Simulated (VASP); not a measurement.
# SbS3 (P6/mmm) in VASP: notebook

Runs on SbS3. Level: PBE. Tasks: single point, relaxation of cell and atoms.

Program: VASP 6.6.1. These are calculated values, not measurements. Logs are shortened: lines on timing, memory, paths and dates and some standing lists are left out, and cuts for length are marked.

**1. The cell of the first run**

Symmetry: P6/mmm, No. 191, hexagonal system. Conventional cell: a = 5.521 Å, b = 5.521 Å, c = 3.258 Å, α = 90.00°, β = 90.00°, γ = 120.00°. Sb (site symmetry 6/mmm) has 6 S at 2.76 Å and 2 Sb at 3.26 Å within 3.6 Å. S (site symmetry mmm) has 2 Sb at 2.76 Å and 6 S at 2.76 to 3.26 Å within 3.6 Å.

**2. Single point, PBE**

Contents of INCAR:

```
SYSTEM = SbS3
PREC = Accurate
ENCUT = 520
EDIFF = 1E-6
ISMEAR = 0
SIGMA = 0.1
LREAL = .FALSE.
LASPH = .TRUE.
NELM = 100
ALGO = Normal
ISIF = 2
LWAVE = .FALSE.
LCHARG = .FALSE.
GGA = PE
NBANDS = 20
```

Contents of KPOINTS:

```
Automatic mesh
0
G
  12 12 14
  0 0 0
```

Contents of POSCAR:

```
SbS3
1.0
    5.5208773579      0.0000000000      0.0000000000
   -2.7604386790      4.7812200432      0.0000000000
    0.0000000000      0.0000000000      3.2579749862
Sb S
1 3
Direct
    0.0000000000      0.0000000000      0.5000000000
    0.5000000000      0.0000000000      0.5000000000
    0.0000000000      0.5000000000      0.5000000000
    0.5000000000      0.5000000000      0.5000000000
```

Potentials or basis: VASP PAW PBE potentials, release 64 (Sb, S).

Launch:

```console
> cat potpaw_PBE.64/Sb/POTCAR potpaw_PBE.64/S/POTCAR > POTCAR
> mpirun -np 1 vasp_std > vasp.out
```

OUTCAR:

```text
SYSTEM = SbS3
   PREC = Accurate
   ENCUT = 520
   EDIFF = 1E-6
   ISMEAR = 0
   LREAL = .FALSE.
   LASPH = .TRUE.
   NELM = 100
   ISIF = 2
   GGA = PE

 ion  position               nearest neighbor table
   1  0.000  0.000  0.500-   2 2.76   2 2.76   4 2.76   4 2.76   3 2.76   3 2.76
   2  0.500  0.000  0.500-   1 2.76   1 2.76   3 2.76   3 2.76   4 2.76   4 2.76
   3  0.000  0.500  0.500-   4 2.76   4 2.76   2 2.76   2 2.76   1 2.76   1 2.76
   4  0.500  0.500  0.500-   3 2.76   3 2.76   1 2.76   1 2.76   2 2.76   2 2.76

  LATTYP: Found a hexagonal cell.
 ALAT       =     5.5208773579
 C/A-ratio  =     0.5901190653

  Lattice vectors:

 A1 = (   5.5208773579,   0.0000000000,   0.0000000000)
 A2 = (  -2.7604386790,   4.7812200432,   0.0000000000)
 A3 = (   0.0000000000,   0.0000000000,   3.2579749862)

Analysis of symmetry for initial positions (statically):
=====================================================================
 Subroutine PRICEL returns:
 Original cell was already a primitive cell.

 Routine SETGRP: Setting up the symmetry group for a
 hexagonal supercell.

 Subroutine GETGRP returns: Found 24 space group operations
 (whereof 24 operations were pure point group operations)
 out of a pool of 24 trial point group operations.

The static configuration has the point symmetry D_6h.

Analysis of symmetry for dynamics (positions and initial velocities):
=====================================================================
 Subroutine PRICEL returns:
 Original cell was already a primitive cell.

 Routine SETGRP: Setting up the symmetry group for a
 hexagonal supercell.

 Subroutine GETGRP returns: Found 24 space group operations
 (whereof 24 operations were pure point group operations)
 out of a pool of 24 trial point group operations.

The dynamic configuration has the point symmetry D_6h.

 Subroutine INISYM returns: Found 24 space group operations
 (whereof 24 operations are pure point group operations),
 and found     1 'primitive' translations

----------------------------------------------------------------------------------------

                                     Primitive cell

  volume of cell :      85.9992

  direct lattice vectors                    reciprocal lattice vectors
     5.520877358  0.000000000  0.000000000     0.181130631  0.104575819  0.000000000
    -2.760438679  4.781220043  0.000000000     0.000000000  0.209151637  0.000000000
     0.000000000  0.000000000  3.257974986     0.000000000  0.000000000  0.306939128

  length of vectors
     5.520877358  5.520877358  3.257974986     0.209151637  0.209151637  0.306939128

  position of ions in fractional coordinates (direct lattice)
     0.000000000  0.000000000  0.500000000
     0.500000000  0.000000000  0.500000000
     0.000000000  0.500000000  0.500000000
     0.500000000  0.500000000  0.500000000

  ion indices of the primitive-cell ions
   primitive index   ion index
                 1           1
                 2           2
                 3           3
                 4           4

----------------------------------------------------------------------------------------

 KPOINTS: Automatic mesh

Automatic generation of k-mesh.
 Grid dimensions read from file:
 generate k-points for:   12   12   14

 Generating k-lattice:

  Cartesian coordinates                     Fractional coordinates (reciprocal lattice)
     0.015094219  0.008714652  0.000000000     0.083333333  0.000000000  0.000000000
     0.000000000  0.017429303  0.000000000     0.000000000  0.083333333  0.000000000
     0.000000000  0.000000000  0.021924223     0.000000000  0.000000000  0.071428571

  Length of vectors
     0.017429303  0.017429303  0.021924223

  Shift w.r.t. Gamma in fractional coordinates (k-lattice)
     0.000000000  0.000000000  0.000000000

 Subroutine IBZKPT returns following result:
 ===========================================

 Found    152 irreducible k-points:

 Following reciprocal coordinates:
            Coordinates               Weight
  0.000000  0.000000  0.000000      1.000000
  0.083333 -0.000000  0.000000      6.000000
  0.166667 -0.000000  0.000000      6.000000
  0.250000 -0.000000  0.000000      6.000000
  0.333333 -0.000000  0.000000      6.000000
  0.416667 -0.000000  0.000000      6.000000
[... 16 lines left out ...]
  0.250000 -0.000000  0.071429     12.000000
  0.333333 -0.000000  0.071429     12.000000
 [... further k-points ...]
   k-points           NKPTS =    152   k-points in BZ     NKDIM =    152   number of bands    NBANDS=     20
   number of dos      NEDOS =    301   number of ions     NIONS =      4
   total plane-waves  NPLWV =  42336
   dimension x,y,z NGX =    42 NGY =   42 NGZ =   24
   dimension x,y,z NGXF=    84 NGYF=   84 NGZF=   48
   ions per type =               1   3
   NGX,Y,Z   is equivalent  to a cutoff of  12.65, 12.65, 12.25 a.u.
   NGXF,Y,Z  is equivalent  to a cutoff of  25.29, 25.29, 24.49 a.u.
 SYSTEM =  SbS3
   PREC   = accura    normal or accurate (medium, high low for compatibility)
   ISTART =      0    job   : 0-new  1-cont  2-samecut
   ICHARG =      2    charge: 1-file 2-atom 10-const
   ISPIN  =      1    spin polarized calculation?
   LNONCOLLINEAR =      F non collinear calculations
   LSORBIT =      F    spin-orbit coupling
   LASPH  =      T    aspherical Exc in radial PAW
   ENCUT  =  520.0 eV  38.22 Ry    6.18 a.u.  10.27 10.27  6.06*2*pi/ulx,y,z
   NELM   =    100;   NELMIN=  2; NELMDL= -5     # of ELM steps
   EDIFF  = 0.1E-05   stopping-criterion for ELM
   LREAL  =      F    real-space projection
   EDIFFG = 0.1E-04   stopping-criterion for IOM
   NSW    =      0    number of steps for IOM
   IBRION =     -1    ionic relax: 0-MD 1-quasi-New 2-CG
   NFREE  =      0    steps in history (QN), initial steepest desc. (CG)
   ISIF   =      2    stress and relaxation
   ISYM   =      2    0-nonsym 1-usesym 2-fastsym
   POTIM  = 0.5000    time-step for ionic-motion
   TEBEG  =    0.0;   TEEND  =   0.0 temperature during run
   PSTRESS=    0.0 pullay stress
   NELECT =      23.0000    total number of electrons
   NUPDOWN=      -1.0000    fix difference up-down
   EMIN   =  10.00;   EMAX   =-10.00  energy-range for DOS
   EFERMI =   0.00;   METHOD = LEGACY
   ISMEAR =     0;   SIGMA  =   0.10  broadening in eV -4-tet -1-fermi 0-gaus
   EFERMI_NEDOS =   21; number of points for ismear=-14 and -15
   IALGO  =     38    algorithm
   IMIX   =      4    mixing-type and parameters
     AMIX     =   0.40;   BMIX     =  1.00
     AMIX_MAG =   1.60;   BMIX_MAG =  1.00
  volume/ion in A,a.u.               =      21.50       145.09
  Fermi-wavevector in a.u.,A,eV,Ry     =   1.054757  1.993202 15.136661  1.112513
  Thomas-Fermi vector in A             =   2.189930
   LORBIT       =      0    0 simple, 1 ext, 2 COOP (PROOUT), +10 PAW based schemes
   GGA     = PE    functional components
   LHFCALC =     F    Hartree Fock is set to
   AEXX    =    0.0000 exact exchange contribution
   IVDW    =     0    specifies the selected vdW correction
   LEPSILON=     F    determine dielectric tensor
   LRPA    =     F    only Hartree local field effects (RPA)
 non-spin polarized calculation
 Gauss-broadening in eV      SIGMA  =   0.10
  energy-cutoff  :      520.00
  volume of cell :       86.00
 maximum number of plane-waves:      2342
 NGX is ok and might be reduce to    42
   NGX = 21   NGY = 21   NGZ = 13

 number of electron      22.9999993 magnetization

 Free energy of the ion-electron system (eV)
  ---------------------------------------------------
  ext. energy  EPLUGINS =         0.00000000
  ---------------------------------------------------
  free energy    TOTEN  =       -13.97681104 eV

  energy without entropy =      -13.96021884  energy(sigma->0) =      -13.96851494

 E-fermi :   5.7727     XC(G=0):  -9.9329

 val. band max:        5.7605008797   @ k =   0.2500   0.1667   0.1429
 cond. band min:       5.7792401795   @ k =   0.1667   0.1667   0.2857
 fundamental gap:      0.0187392998
 Fermi energy:         5.7727492340

 k-point     1 :       0.0000    0.0000    0.0000
  band No.  band energies     occupation
      1      -9.3272      2.00000
      2      -5.8192      2.00000
      3      -5.8192      2.00000
      4      -2.8642      2.00000
      5      -0.8061      2.00000
      6      -0.8061      2.00000
[... 12 lines left out ...]
     19      13.3682      0.00000
     20      13.9196      0.00000

 k-point     2 :       0.0833   -0.0000    0.0000
  band No.  band energies     occupation
      1      -9.2892      2.00000
      2      -5.9174      2.00000
      3      -5.8399      2.00000
      4      -3.0559      2.00000
      5      -0.7154      2.00000
      6      -0.5098      2.00000
[... 12 lines left out ...]
     19      13.6913      0.00000
     20      14.2100      0.00000

 k-point     3 :       0.1667   -0.0000    0.0000
  band No.  band energies     occupation
      1      -9.1758      2.00000
      2      -6.1910      2.00000
      3      -5.8947      2.00000
      4      -3.4098      2.00000
      5      -0.4533      2.00000
      6      -0.1427      2.00000
[... 12 lines left out ...]
     19      14.4769      0.00000
     20      15.0154      0.00000

 k-point     4 :       0.2500   -0.0000    0.0000
  band No.  band energies     occupation
      1      -8.9894      2.00000
      2      -6.5856      2.00000
      3      -5.9655      2.00000
      4      -3.7219      2.00000
      5      -0.0482      2.00000
      6       0.2997      2.00000
[... 12 lines left out ...]
     19      14.6933      0.00000
     20      15.2852      0.00000

 k-point     5 :       0.3333   -0.0000    0.0000
  band No.  band energies     occupation
      1      -8.7357      2.00000
      2      -7.0349      2.00000
      3      -6.0323      2.00000
      4      -3.9439      2.00000
      5       0.4541      2.00000
      6       0.8322      2.00000
[... 12 lines left out ...]
     19      14.3615      0.00000
     20      15.3464      0.00000
[... 353 lines left out ...]
      6      -0.4759      2.00000
[... 12 lines left out ...]
     19      13.7186      0.00000
     20      14.3008      0.00000

 k-point    22 :       0.1667   -0.0000    0.0714
  band No.  band energies     occupation
      1      -9.1426      2.00000
      2      -6.1629      2.00000
      3      -5.8672      2.00000
      4      -3.3575      2.00000
      5      -0.4199      2.00000
      6      -0.1136      2.00000
[... 12 lines left out ...]
     19      14.4495      0.00000
     20      14.9682      0.00000

 k-point    23 :       0.2500   -0.0000    0.0714
  band No.  band energies     occupation
      1      -8.9566      2.00000
      2      -6.5565      2.00000
      3      -5.9378      2.00000
      4      -3.6708      2.00000
      5      -0.0151      2.00000
      6       0.3282      2.00000
[... 12 lines left out ...]
     19      14.8668      0.00000
     20      15.0342      0.00000

 k-point    24 :       0.3333   -0.0000    0.0714
  band No.  band energies     occupation
      1      -8.7034      2.00000
      2      -7.0044      2.00000
      3      -6.0044      2.00000
      4      -3.8938      2.00000
      5       0.4869      2.00000
      6       0.8603      2.00000
[... 12 lines left out ...]
     19      14.5001      0.00000
     20      15.1886      0.00000

 [... further k-points ...]
[... 5 lines left out ...]
  --------------------------------------------------------------------------------------
  -------------------------------------------------------------------------------------
  Total       -0.1543637     -0.1543637     -0.0133554      0.0000000      0.0000000      0.0000000
  in kB       -2.8758174     -2.8758174     -0.2488132      0.0000000      0.0000000      0.0000000
  external PRESSURE =      -2.0001494 kB  Pullay stress =       0.0000000 kB

 VOLUME and BASIS-vectors are now :
 -----------------------------------------------------------------------------
  energy-cutoff  :      520.00
  volume of cell :       86.00
      direct lattice vectors                 reciprocal lattice vectors
     5.520877358  0.000000000  0.000000000     0.181130631  0.104575819  0.000000000
    -2.760438679  4.781220043  0.000000000     0.000000000  0.209151637  0.000000000
     0.000000000  0.000000000  3.257974986     0.000000000  0.000000000  0.306939128

 POSITION                                       TOTAL-FORCE (eV/Angst)
 -----------------------------------------------------------------------------------
      0.00000      0.00000      1.62899        -0.000000      0.000000      0.000000
      2.76044      0.00000      1.62899        -0.000000      0.000000      0.000000
     -1.38022      2.39061      1.62899         0.000000      0.000000      0.000000
      1.38022      2.39061      1.62899        -0.000000      0.000000      0.000000
 -----------------------------------------------------------------------------------
    total drift:                                0.000000     -0.000000      0.000000

  FREE ENERGIE OF THE ION-ELECTRON SYSTEM (eV)
  ---------------------------------------------------
  free  energy   TOTEN  =       -13.9768110399 eV

  energy  without entropy=      -13.9602188376  energy(sigma->0) =      -13.96851494
```

Run time: 1.8 min. Hardware: 1 thread of AMD EPYC 9R45 (Zen 5), shared host; peak memory 0.32 GiB.

What came out:

| Quantity | Value |
| --- | --- |
| Free energy | -13.9768 eV |
| Pressure | -0.2 GPa |
| Band gap on the k mesh | zero (an odd number of electrons rules out a gap without spin polarisation) |

Levels at points of the mesh, in eV from the Fermi level:
```tsv
k point	band 10	band 11	band 12	band 13	band 14	band 15
(0.00, 0.00, 0.00)	0.80	0.80	1.74	1.74	4.84	5.37
(0.50, 0.00, 0.00)	-0.57	-0.15	-0.07	0.75	1.79	4.08
(0.00, 0.00, 0.50)	-2.22	-1.57	0.70	2.14	2.14	3.85
(0.50, 0.00, 0.50)	-2.05	-2.01	-1.57	-0.30	1.16	2.11
```

Caveat: spin-orbit coupling is left out, which moves the levels of the heavy elements.

**3. Relaxation of cell and atoms, PBE**

This run uses another cell than the first one, of 21.56 Å³/atom.

Contents of INCAR:

```
ALGO = Normal
EDIFF = 1E-6
EDIFFG = -0.01
ENCUT = 600
GGA = PE
IBRION = 2
ISIF = 3
ISMEAR = 0
LASPH = True
LCHARG = False
LREAL = False
LWAVE = False
NELM = 80
NSW = 100
PREC = Accurate
SIGMA = 0.1
```

Contents of KPOINTS:

```
k-points
0
Gamma
  12 12 14
```

Contents of POSCAR:

```
SbS3
1.0
    5.5180072074      0.0000000000      0.0000000000
   -2.7590036037      4.7787344199      0.0000000000
    0.0000000000      0.0000000000      3.2704489741
Sb S
1 3
Direct
    0.0000000000      0.0000000000      0.5000000000
    0.5000000000      0.0000000000      0.5000000000
    0.0000000000      0.5000000000      0.5000000000
    0.5000000000      0.5000000000      0.5000000000
```

Potentials or basis: VASP PAW PBE potentials, release 64 (Sb, S).

Launch:

```console
> cat potpaw_PBE.64/Sb/POTCAR potpaw_PBE.64/S/POTCAR > POTCAR
> mpirun -np 1 vasp_std > vasp.out
```

OUTCAR:

```text
EDIFF = 1E-6
   EDIFFG = -0.01
   ENCUT = 600
   GGA = PE
   IBRION = 2
   ISIF = 3
   ISMEAR = 0
   LASPH = True
   LREAL = False
   NELM = 80
   NSW = 100
   PREC = Accurate

 ion  position               nearest neighbor table
   1  0.000  0.000  0.500-   2 2.76   2 2.76   4 2.76   3 2.76   3 2.76   4 2.76
   2  0.500  0.000  0.500-   1 2.76   1 2.76   4 2.76   4 2.76   3 2.76   3 2.76
   3  0.000  0.500  0.500-   4 2.76   4 2.76   1 2.76   1 2.76   2 2.76   2 2.76
   4  0.500  0.500  0.500-   3 2.76   3 2.76   1 2.76   2 2.76   2 2.76   1 2.76

  LATTYP: Found a hexagonal cell.
 ALAT       =     5.5180072074
 C/A-ratio  =     0.5926866079

  Lattice vectors:

 A1 = (   5.5180072074,   0.0000000000,   0.0000000000)
 A2 = (  -2.7590036037,   4.7787344199,   0.0000000000)
 A3 = (   0.0000000000,   0.0000000000,   3.2704489741)

[... 279 lines left out ...]
      5      -0.8242      2.00000
      6      -0.8242      2.00000
      7      -0.5200      2.00000
      8       4.3721      2.00000
      9       6.1244      0.00000
     10       6.5465      0.00000
     11       6.5465      0.00000
     12       7.5409      0.00000
     13       7.5409      0.00000
     14      10.5633      0.00000
[... 401 lines left out ...]
      2      -7.0090      2.00000
      3      -5.9982      2.00000
      4      -3.8851      2.00000
      5       0.4791      2.00000
      6       0.8536      2.00000
      7       2.4450      2.00000
      8       4.1827      2.00000
      9       4.5306      2.00000
     10       5.0104      2.00000
     11       5.7273      1.46234
     12       6.3131      0.00000
     13       7.4941      0.00000
     14       7.7791      0.00000
     15       9.3961      0.00000

 [... further k-points ...]

------------------------ aborting loop because EDIFF is reached ----------------------------------------

  FORCE on cell =-STRESS in cart. coord.  units (eV):
  Direction    XX          YY          ZZ          XY          YZ          ZX
  --------------------------------------------------------------------------------------
  -------------------------------------------------------------------------------------
  Total        0.0102666      0.0102666     -0.0210380      0.0000000      0.0000000      0.0000000
  in kB        0.1913116      0.1913116     -0.3920316      0.0000000      0.0000000      0.0000000
  external PRESSURE =      -0.0031362 kB  Pullay stress =       0.0000000 kB
[... 19 lines left out ...]
  FREE ENERGIE OF THE ION-ELECTRON SYSTEM (eV)
  ---------------------------------------------------
  free  energy   TOTEN  =       -13.9773912253 eV

  energy  without entropy=      -13.9607174452  energy(sigma->0) =      -13.96905434

 reached required accuracy - stopping structural energy minimisation
```

OSZICAR:

```text
N       E                     dE             d eps       ncg     rms          rms(c)
DAV:   1     0.144598923310E+03    0.14460E+03   -0.10167E+04  4560   0.143E+03
DAV:   2    -0.350071441877E+01   -0.14810E+03   -0.14587E+03  6293   0.221E+02
DAV:   3    -0.141912565396E+02   -0.10691E+02   -0.10526E+02  5995   0.708E+01
DAV:   4    -0.143762700728E+02   -0.18501E+00   -0.18420E+00  5545   0.102E+01
[... 21 lines left out ...]
DAV:   1    -0.139774778509E+02   -0.12141E-03   -0.25496E-03  4791   0.317E-01    0.740E-02
DAV:   2    -0.139774124318E+02    0.65419E-04   -0.18136E-04  4952   0.830E-02    0.262E-02
DAV:   3    -0.139773962347E+02    0.16197E-04   -0.27542E-05  4784   0.331E-02    0.142E-02
DAV:   4    -0.139773919423E+02    0.42924E-05   -0.88388E-06  4938   0.172E-02    0.587E-03
DAV:   5    -0.139773912253E+02    0.71697E-06   -0.26983E-07  2539   0.384E-03
   3 F= -.13977391E+02 E0= -.13969054E+02  d E =-.194363E-03
```

CONTCAR:

```text
SbS3
   1.00000000000000
     5.5113485860486557    0.0000000000000000    0.0000000000000000
    -2.7556742930243279    4.7729678846554604   -0.0000000000000000
     0.0000000000000000    0.0000000000000000    3.2684998282678426
  Sb              S
     1     3
Direct
     0.0000000000000000    1.0000000000000000    0.5000000000000000
     0.5000000000000000    1.0000000000000000    0.5000000000000000
     0.0000000000000000    0.5000000000000000    0.5000000000000000
     0.5000000000000000    0.5000000000000000    0.5000000000000000

  0.00000000E+00  0.00000000E+00  0.00000000E+00
  0.00000000E+00  0.00000000E+00  0.00000000E+00
  0.00000000E+00  0.00000000E+00  0.00000000E+00
  0.00000000E+00  0.00000000E+00  0.00000000E+00
```

Wall time 3.9 min (1 thread of AMD EPYC 9R45 (Zen 5), shared host); peak memory 0.39 GiB.

Results:

```yaml
Free_energy: -13.9774 eV
Relaxed_volume: 21.49 Å³/atom
Relaxed_cell: a = 5.511 Å, b = 5.511 Å, c = 3.268 Å, α = 90.00°, β = 90.00°, γ = 120.00°
Space_group_after_relaxing_to_0.1_Å: P6/mmm (No. 191)
Energy_gained_by_relaxing: 0.0 meV/atom
Ionic_steps: 3
Pressure_after_relaxing: 0.0 GPa
Band_gap_on_the_k_mesh: zero (an odd number of electrons rules out a gap without spin polarisation)
```

Step by step:
```
step  energy change (eV)  largest force (eV/Å)  pressure (GPa)  volume (Å³)
   1              0.0000                0.0000           -0.22        86.24
   2             -0.0002                0.0000            0.09        85.87
   3             -0.0002                0.0000            0.00        85.98
```

Final structure:
```
Sb S
1.0
     5.51135    0.00000    0.00000
    -2.75567    4.77297    0.00000
     0.00000    0.00000    3.26850
Sb S
1 3
Cartesian
  -2.7557 4.7730 1.6342
  0.0000 4.7730 1.6342
  -1.3778 2.3865 1.6342
  1.3778 2.3865 1.6342
```

Caveat: spin-orbit coupling is left out, which moves the levels of the heavy elements.
